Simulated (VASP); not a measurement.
# TiAl (P-6m2) in VASP: a series of runs

TiAl is run at these levels: LDA, PBEsol, BLYP; tasks: single point.

Everything below comes from runs of VASP 6.6.1. Logs are shortened: lines on timing, memory, paths and dates and some standing lists are left out, and cuts for length are marked.

### Step 1. The cell of the first run

The structure is hexagonal, space group P-6m2 (No. 187). The conventional cell has a = 2.867 Å, b = 2.867 Å, c = 4.678 Å, α = 90.00°, β = 90.00°, γ = 120.00°. Ti (site symmetry -6m2) has 6 Al at 2.87 Å and 6 Ti at 2.87 Å within 3.8 Å. Al (site symmetry -6m2) has 6 Ti at 2.87 Å and 6 Al at 2.87 Å within 3.8 Å.

### Step 2. Single point, LDA

The input, INCAR:

```
SYSTEM = TiAl
PREC = Accurate ; ENCUT = 520
EDIFF = 1E-6 ; ISMEAR = -1
SIGMA = 0.1 ; LREAL = .FALSE.
LASPH = .TRUE. ; NELM = 100
ALGO = Normal ; ISIF = 2
LWAVE = .FALSE. ; LCHARG = .TRUE.
GGA = CA ; LELF = .TRUE.
LVHAR = .TRUE. ; NBANDS = 14
```

The input, KPOINTS:

```
regular mesh
0
G
  9 9 5
  0 0 0
```

The input, POSCAR:

```
TiAl
1.0
    2.8672620000      0.0000000000      0.0000000000
   -1.4336310000      2.4831220000      0.0000000000
    0.0000000000      0.0000000000      4.6780830000
Ti Al
1 1
Direct
    0.0000000000      0.0000000000      0.0000000000
    0.3333333333      0.6666666667      0.5000000000
```

Potentials or basis: VASP PAW LDA potentials, release 64 (Ti_sv, Al).

Started as:

```sh
$ cat potpaw_LDA.64/Ti_sv/POTCAR potpaw_LDA.64/Al/POTCAR > POTCAR
$ mpirun -np 1 vasp_std > vasp.out
```

OUTCAR:

```text
SYSTEM = TiAl
   PREC = Accurate
   ENCUT = 520
   EDIFF = 1E-6
   ISMEAR = -1
   LREAL = .FALSE.
   LASPH = .TRUE.
   NELM = 100
   ISIF = 2
   GGA = CA

 ion  position               nearest neighbor table
   1  0.000  0.000  0.000-   2 2.87   2 2.87   2 2.87   2 2.87   2 2.87   2 2.87
   2  0.333  0.667  0.500-   1 2.87   1 2.87   1 2.87   1 2.87   1 2.87   1 2.87

  LATTYP: Found a hexagonal cell.
 ALAT       =     2.8672620000
 C/A-ratio  =     1.6315505873

  Lattice vectors:

 A1 = (   2.8672620000,   0.0000000000,   0.0000000000)
 A2 = (  -1.4336310000,   2.4831220000,   0.0000000000)
 A3 = (   0.0000000000,   0.0000000000,   4.6780830000)

Analysis of symmetry for initial positions (statically):
=====================================================================
 Subroutine PRICEL returns:
 Original cell was already a primitive cell.

 Routine SETGRP: Setting up the symmetry group for a
 hexagonal supercell.

 Subroutine GETGRP returns: Found 12 space group operations
 (whereof 12 operations were pure point group operations)
 out of a pool of 24 trial point group operations.

The static configuration has the point symmetry D_3h.

Analysis of symmetry for dynamics (positions and initial velocities):
=====================================================================
 Subroutine PRICEL returns:
 Original cell was already a primitive cell.

 Routine SETGRP: Setting up the symmetry group for a
 hexagonal supercell.

 Subroutine GETGRP returns: Found 12 space group operations
 (whereof 12 operations were pure point group operations)
 out of a pool of 24 trial point group operations.

The dynamic configuration has the point symmetry D_3h.

 Subroutine INISYM returns: Found 12 space group operations
 (whereof 12 operations are pure point group operations),
 and found     1 'primitive' translations

----------------------------------------------------------------------------------------

                                     Primitive cell

  volume of cell :      33.3068

  direct lattice vectors                    reciprocal lattice vectors
     2.867262000  0.000000000  0.000000000     0.348764780  0.201359418  0.000000000
    -1.433631000  2.483122000  0.000000000     0.000000000  0.402718835  0.000000000
     0.000000000  0.000000000  4.678083000     0.000000000  0.000000000  0.213762774

  length of vectors
     2.867262000  2.867262233  4.678083000     0.402718868  0.402718835  0.213762774

  position of ions in fractional coordinates (direct lattice)
     0.000000000  0.000000000  0.000000000
     0.333333333  0.666666667  0.500000000

  ion indices of the primitive-cell ions
   primitive index   ion index
                 1           1
                 2           2

----------------------------------------------------------------------------------------

 KPOINTS: regular mesh

Automatic generation of k-mesh.
 Grid dimensions read from file:
 generate k-points for:    9    9    5

 Generating k-lattice:

  Cartesian coordinates                     Fractional coordinates (reciprocal lattice)
     0.038751642  0.022373269  0.000000000     0.111111111 -0.000000000  0.000000000
     0.000000000  0.044746537  0.000000000     0.000000000  0.111111111  0.000000000
     0.000000000  0.000000000  0.042752555     0.000000000  0.000000000  0.200000000

  Length of vectors
     0.044746541  0.044746537  0.042752555

  Shift w.r.t. Gamma in fractional coordinates (k-lattice)
     0.000000000  0.000000000  0.000000000

 Subroutine IBZKPT returns following result:
 ===========================================

 Found     36 irreducible k-points:

 Following reciprocal coordinates:
            Coordinates               Weight
  0.000000  0.000000  0.000000      1.000000
  0.111111 -0.000000  0.000000      6.000000
  0.222222  0.000000  0.000000      6.000000
  0.333333 -0.000000  0.000000      6.000000
  0.444444  0.000000  0.000000      6.000000
  0.111111  0.111111  0.000000      6.000000
[... 16 lines left out ...]
  0.333333  0.222222  0.200000     24.000000
  0.333333  0.333333  0.200000      4.000000
 [... further k-points ...]
   k-points           NKPTS =     36   k-points in BZ     NKDIM =     36   number of bands    NBANDS=     14
   number of dos      NEDOS =    301   number of ions     NIONS =      2
   total plane-waves  NPLWV =  20736
   dimension x,y,z NGX =    24 NGY =   24 NGZ =   36
   dimension x,y,z NGXF=    48 NGYF=   48 NGZF=   72
   ions per type =               1   1
   NGX,Y,Z   is equivalent  to a cutoff of  13.92, 13.92, 12.79 a.u.
   NGXF,Y,Z  is equivalent  to a cutoff of  27.83, 27.83, 25.59 a.u.
 SYSTEM =  TiAl
   PREC   = accura    normal or accurate (medium, high low for compatibility)
   ISTART =      0    job   : 0-new  1-cont  2-samecut
   ICHARG =      2    charge: 1-file 2-atom 10-const
   ISPIN  =      1    spin polarized calculation?
   LNONCOLLINEAR =      F non collinear calculations
   LSORBIT =      F    spin-orbit coupling
   LASPH  =      T    aspherical Exc in radial PAW
   ENCUT  =  520.0 eV  38.22 Ry    6.18 a.u.   5.33  5.33  8.70*2*pi/ulx,y,z
   NELM   =    100;   NELMIN=  2; NELMDL= -5     # of ELM steps
   EDIFF  = 0.1E-05   stopping-criterion for ELM
   LREAL  =      F    real-space projection
   EDIFFG = 0.1E-04   stopping-criterion for IOM
   NSW    =      0    number of steps for IOM
   IBRION =     -1    ionic relax: 0-MD 1-quasi-New 2-CG
   NFREE  =      0    steps in history (QN), initial steepest desc. (CG)
   ISIF   =      2    stress and relaxation
   ISYM   =      2    0-nonsym 1-usesym 2-fastsym
   POTIM  = 0.5000    time-step for ionic-motion
   TEBEG  =    0.0;   TEEND  =   0.0 temperature during run
   PSTRESS=    0.0 pullay stress
   NELECT =      15.0000    total number of electrons
   NUPDOWN=      -1.0000    fix difference up-down
   EMIN   =  10.00;   EMAX   =-10.00  energy-range for DOS
   EFERMI =   0.00;   METHOD = LEGACY
   ISMEAR =    -1;   SIGMA  =   0.10  broadening in eV -4-tet -1-fermi 0-gaus
   EFERMI_NEDOS =   21; number of points for ismear=-14 and -15
   IALGO  =     38    algorithm
   IMIX   =      4    mixing-type and parameters
     AMIX     =   0.40;   BMIX     =  1.00
     AMIX_MAG =   1.60;   BMIX_MAG =  1.00
  volume/ion in A,a.u.               =      16.65       112.38
  Fermi-wavevector in a.u.,A,eV,Ry     =   1.254857  2.371335 21.424622  1.574665
  Thomas-Fermi vector in A             =   2.388641
   LORBIT       =      0    0 simple, 1 ext, 2 COOP (PROOUT), +10 PAW based schemes
   GGA     = CA    functional components
   LHFCALC =     F    Hartree Fock is set to
   AEXX    =    0.0000 exact exchange contribution
   IVDW    =     0    specifies the selected vdW correction
   LEPSILON=     F    determine dielectric tensor
   LRPA    =     F    only Hartree local field effects (RPA)
 non-spin polarized calculation
  energy-cutoff  :      520.00
  volume of cell :       33.31
 maximum number of plane-waves:       917
 NGX is ok and might be reduce to    24
   NGX = 11   NGY = 11   NGZ = 17

 number of electron      15.0000001 magnetization

 Free energy of the ion-electron system (eV)
  ---------------------------------------------------
  ext. energy  EPLUGINS =         0.00000000
  ---------------------------------------------------
  free energy    TOTEN  =       -13.25478695 eV

  energy without entropy =      -13.17810401  energy(sigma->0) =      -13.21644548

 E-fermi :   7.6926     XC(G=0): -11.1526

 val. band max:        7.6910148580   @ k =   0.2222   0.1111   0.0000
 cond. band min:       7.7193309351   @ k =   0.3333  -0.0000   0.2000
 fundamental gap:      0.0283160772
 Fermi energy:         7.6925955717

 k-point     1 :       0.0000    0.0000    0.0000
  band No.  band energies     occupation
      1     -48.1613      2.00000
      2     -24.8772      2.00000
      3     -24.4346      2.00000
      4     -24.4346      2.00000
      5      -1.2535      2.00000
      6       5.3738      2.00000
      7       5.8740      2.00000
      8       8.9142      0.00001
      9       8.9142      0.00001
     10      10.3716      0.00000
     11      10.3716      0.00000
     12      11.5165      0.00000
     13      20.4406      0.00000
     14      20.4406      0.00000

 k-point     2 :       0.1111   -0.0000    0.0000
  band No.  band energies     occupation
      1     -48.1496      2.00000
      2     -24.8659      2.00000
      3     -24.5060      2.00000
      4     -24.4507      2.00000
      5      -0.9483      2.00000
      6       5.7019      2.00000
      7       5.9054      2.00000
      8       8.6379      0.00016
      9       9.1625      0.00000
     10      10.2889      0.00000
     11      10.4454      0.00000
     12      11.5853      0.00000
     13      17.3046      0.00000
     14      18.7325      0.00000

 k-point     3 :       0.2222    0.0000    0.0000
  band No.  band energies     occupation
      1     -48.1201      2.00000
      2     -24.8371      2.00000
      3     -24.6845      2.00000
      4     -24.4914      2.00000
      5      -0.0515      2.00000
      6       5.9806      2.00000
      7       6.4576      1.99999
      8       8.0840      0.03915
      9       9.8456      0.00000
     10      10.0857      0.00000
     11      10.7035      0.00000
     12      11.7146      0.00000
     13      13.9295      0.00000
     14      17.2002      0.00000
[... 324 lines left out ...]
 k-point    23 :       0.3333    0.2222    0.2000
  band No.  band energies     occupation
      1     -48.0542      2.00000
      2     -24.9365      2.00000
      3     -24.7740      2.00000
      4     -24.7157      2.00000
      5       4.1285      2.00000
      6       5.9417      2.00000
      7       6.8351      1.99962
      8       7.2034      1.98510
      9       8.0531      0.05295
     10      10.1611      0.00000
     11      10.6513      0.00000
     12      11.4669      0.00000
     13      13.3978      0.00000
     14      14.9032      0.00000

 k-point    24 :       0.3333    0.3333    0.2000
  band No.  band energies     occupation
      1     -48.0483      2.00000
      2     -24.8496      2.00000
      3     -24.8463      2.00000
      4     -24.7683      2.00000
      5       5.8264      2.00000
      6       5.8948      2.00000
      7       5.9707      2.00000
      8       7.0796      1.99566
      9       7.6575      1.17363
     10       9.9459      0.00000
     11      10.7452      0.00000
     12      10.7759      0.00000
     13      14.4575      0.00000
     14      14.8050      0.00000

 [... further k-points ...]
[... 5 lines left out ...]
  --------------------------------------------------------------------------------------
  -------------------------------------------------------------------------------------
  Total       -1.1630777     -1.1630780     -1.3751436      0.0000000      0.0000000      0.0000000
  in kB      -55.9481808    -55.9481929    -66.1493024      0.0000000      0.0000000      0.0000000
  external PRESSURE =     -59.3485587 kB  Pullay stress =       0.0000000 kB

 VOLUME and BASIS-vectors are now :
 -----------------------------------------------------------------------------
  energy-cutoff  :      520.00
  volume of cell :       33.31
      direct lattice vectors                 reciprocal lattice vectors
     2.867262000  0.000000000  0.000000000     0.348764780  0.201359418  0.000000000
    -1.433631000  2.483122000  0.000000000     0.000000000  0.402718835  0.000000000
     0.000000000  0.000000000  4.678083000     0.000000000  0.000000000  0.213762774

 POSITION                                       TOTAL-FORCE (eV/Angst)
 -----------------------------------------------------------------------------------
      0.00000      0.00000      0.00000         0.000000     -0.000000      0.000000
     -0.00000      1.65541      2.33904        -0.000000      0.000000      0.000000
 -----------------------------------------------------------------------------------
    total drift:                                0.000000      0.000000      0.000000

  FREE ENERGIE OF THE ION-ELECTRON SYSTEM (eV)
  ---------------------------------------------------
  free  energy   TOTEN  =       -13.2547869508 eV

  energy  without entropy=      -13.1781040116  energy(sigma->0) =      -13.21644548
```

Wall time 18 s (1 thread of Intel Xeon 8259CL, shared host); peak memory 0.14 GiB.

What came out:

```yaml
Free_energy: -13.2548 eV
Pressure: -5.9 GPa
```

Stress tensor (GPa, compression positive):
```
-5.59  0.00  0.00
 0.00 -5.59  0.00
 0.00  0.00 -6.61
```

### Step 3. Single point, PBEsol

The input, INCAR:

```
  PREC = Accurate
  ENCUT = 520
  EDIFF = 1E-7
  ISMEAR = -1
  SIGMA = 0.1
  LREAL = False
  LASPH = True
  NELM = 100
  ALGO = Normal
  ISIF = 2
  LWAVE = False
  LCHARG = True
  GGA = PS
  LELF = True
  LVHAR = True
  NBANDS = 14
```

The input, KPOINTS:

```
regular mesh
0
Gamma
  9 9 5
```

POSCAR is that of step 2.

Potentials or basis: VASP PAW PBE potentials, release 64 (Ti_sv, Al).

Started as:

```sh
$ cat potpaw_PBE.64/Ti_sv/POTCAR potpaw_PBE.64/Al/POTCAR > POTCAR
$ mpirun -np 1 vasp_std > vasp.out
```

Run time: 21 s. Hardware: 1 thread of Intel Xeon 8259CL, shared host; peak memory 0.16 GiB.

The run converged. Its results:

| Property | Result |
| --- | --- |
| Free energy | -12.9654 eV |
| Pressure | -2.8 GPa |

Stress tensor (GPa, compression positive):
```
-2.35  0.00  0.00
 0.00 -2.35  0.00
 0.00  0.00 -3.59
```

Levels at points of the mesh, in eV from the Fermi level:
| k point | band 5 | band 6 | band 7 | band 8 | band 9 | band 10 |
| --- | --- | --- | --- | --- | --- | --- |
| (0.00, 0.00, 0.00) | -8.98 | -2.34 | -1.88 | 1.26 | 1.26 | 2.73 |

Caveat: the PAW data sets were made with another functional, which shifts forces and pressure a little.

### Step 4. Single point, BLYP

The input, INCAR:

```
PREC     = Accurate       # precision mode
ENCUT    = 520            # plane-wave cutoff, eV
EDIFF    = 1E-6           # SCF threshold, eV
ISMEAR   = -1             # smearing method
SIGMA    = 0.1            # smearing width, eV
LREAL    = F              # projectors in reciprocal space
LASPH    = T              # aspherical terms in the spheres
NELM     = 100            # most SCF steps
ALGO     = Normal         # electronic algorithm
ISIF     = 2              # what is computed and relaxed
LWAVE    = F              # write WAVECAR
LCHARG   = T              # write CHGCAR
GGA      = B5             # functional
ALDAX    = 1.0          
AGGAX    = 1.0          
AGGAC    = 1.0          
ALDAC    = 0.0          
LELF     = T              # ELF
LVHAR    = T            
NBANDS   = 14             # bands
```

The input, KPOINTS:

```
Automatic mesh
0
Gamma
  9 9 5
```

POSCAR is that of step 3.

Started as:

```sh
$ cat potpaw_PBE.64/Ti_sv/POTCAR potpaw_PBE.64/Al/POTCAR > POTCAR
$ mpirun -np 1 vasp_std > vasp.out
```

Run time: 39 s. Hardware: 1 thread of Intel Xeon 8259CL, shared host; peak memory 0.16 GiB.

Results (log left out):

- Free energy: -10.0037 eV
- Pressure: 3.4 GPa

Stress tensor (GPa, compression positive):
```
3.72 0.00 0.00
0.00 3.72 0.00
0.00 0.00 2.71
```

Levels at points of the mesh, in eV from the Fermi level:
```
           k point  band 5  band 6  band 7  band 8  band 9  band 10
(0.00, 0.00, 0.00)   -8.95   -2.29   -1.79    1.17    1.17     2.66
```

Caveat: the PAW data sets were made with another functional, which shifts forces and pressure a little.

### Step 5. Summary

| level | potentials or basis | gap on the mesh (eV) | pressure (GPa) |
| --- | --- | --- | --- |
| LDA | VASP PAW LDA potentials, release 64 (Ti_sv, Al) | none | -5.9 |
| PBEsol | VASP PAW PBE potentials, release 64 (Ti_sv, Al) | none | -2.8 |
| BLYP | VASP PAW PBE potentials, release 64 (Ti_sv, Al) | none | 3.4 |

Alike in all rows: task single point; no spin polarisation; cell as given; k mesh 9 × 9 × 5; cutoff (eV) 520; smearing fermi-dirac 0.1 eV.

Caveats: the PAW data sets were made with another functional, which shifts forces and pressure a little (some runs).

Total energies depend on the potentials used, so only differences within one code and one set of settings carry meaning.
